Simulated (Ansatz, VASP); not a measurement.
## One calculation of MgZn5O6, two programs

Contents of INCAR:

```
  PREC = Accurate
  ENCUT = 600
  EDIFF = 1E-7
  ISMEAR = 0
  SIGMA = 0.02
  LREAL = False
  LASPH = True
  NELM = 80
  ALGO = Normal
  ISIF = 3
  LWAVE = False
  LCHARG = False
  GGA = PE
  IBRION = 2
  NSW = 100
  EDIFFG = -0.01
```

Contents of KPOINTS:

```
Automatic mesh
0
Gamma
  8 8 2
```

Contents of POSCAR:

```
MgZn5O6
1.0
    3.2427424400      0.0000000000      0.0000000000
    0.0000000000      3.2427424400      0.0000000000
    0.0000000000      0.0000000000     13.7577910100
Mg Zn O
1 5 6
Direct
    0.0000000000      0.0000000000      0.5000000000
    0.0000000000      0.0000000000      0.8333333300
    0.5000000000      0.5000000000      0.0000000000
    0.0000000000      0.0000000000      0.1666666700
    0.5000000000      0.5000000000      0.3333333300
    0.5000000000      0.5000000000      0.6666666700
    0.5000000000      0.0000000000      0.0833333300
    0.0000000000      0.5000000000      0.2500000000
    0.5000000000      0.0000000000      0.4166666700
    0.0000000000      0.5000000000      0.5833333300
    0.5000000000      0.0000000000      0.7500000000
    0.0000000000      0.5000000000      0.9166666700
```

Input for Ansatz:

```yaml
crystal:
  lattice:
    - [3.24274244, 0.0, 0.0]
    - [0.0, 3.24274244, 0.0]
    - [0.0, 0.0, 13.75779101]
  atoms:
    - { symbol: Mg, position: [0.0, 0.0, 0.5] }
    - { symbol: Zn, position: [0.0, 0.0, 0.83333333] }
    - { symbol: Zn, position: [0.5, 0.5, 0.0] }
    - { symbol: Zn, position: [0.0, 0.0, 0.16666667] }
    - { symbol: Zn, position: [0.5, 0.5, 0.33333333] }
    - { symbol: Zn, position: [0.5, 0.5, 0.66666667] }
    - { symbol: O, position: [0.5, 0.0, 0.08333333] }
    - { symbol: O, position: [0.0, 0.5, 0.25] }
    - { symbol: O, position: [0.5, 0.0, 0.41666667] }
    - { symbol: O, position: [0.0, 0.5, 0.58333333] }
    - { symbol: O, position: [0.5, 0.0, 0.75] }
    - { symbol: O, position: [0.0, 0.5, 0.91666667] }
basis:
  ecutwfc: 420
kpoints:
  mp_grid: { grid: [8, 8, 2] }
hamiltonian:
  xc: pbe
scf:
  occupations: { method: gaussian, width: 0.02 }
output:
  forces: true
  stress: true
  eigenvalues: true
  write_density: true
  write_potential: true
  elf: true
  volumetric_format: npy
relax:
  adjacent_minimum: "off"
  f_tol: 0.01
  max_steps: 80
  cell: { stress_tol: 0.05 }
```

Alike in both runs: task relaxation of cell and atoms; functional PBE; k mesh 8 × 8 × 2; occupations gaussian, width 0.02 eV; no spin polarisation.

```csv
,VASP,Ansatz
version,VASP 6.6.1,Ansatz 0.2.0
potentials or method,"VASP PAW PBE potentials, release 64 (Mg, Zn, O), cutoff 600 eV","scalar-relativistic, plane waves, PAW"
valence electrons in the cell,98,106
```

VASP gave:

| Property | Result |
| --- | --- |
| gap on the k mesh at the Fermi level, each at its own relaxed structure (eV) | 0.94 |
| relaxed volume (Å³/atom) | 12.34 |
| relaxed length of the cell vector where the two differ most in proportion (Å) | 3.276 |

Task: Estimate Ansatz's values.

Result: gap on the k mesh at the Fermi level, each at its own relaxed structure (eV): 0.96; relaxed volume (Å³/atom): 12.29; relaxed length of the cell vector where the two differ most in proportion (Å): 3.271.

VASP's potentials hold 98 valence electrons a cell and Ansatz's 106, so a difference there can come from the potentials and not from the codes.
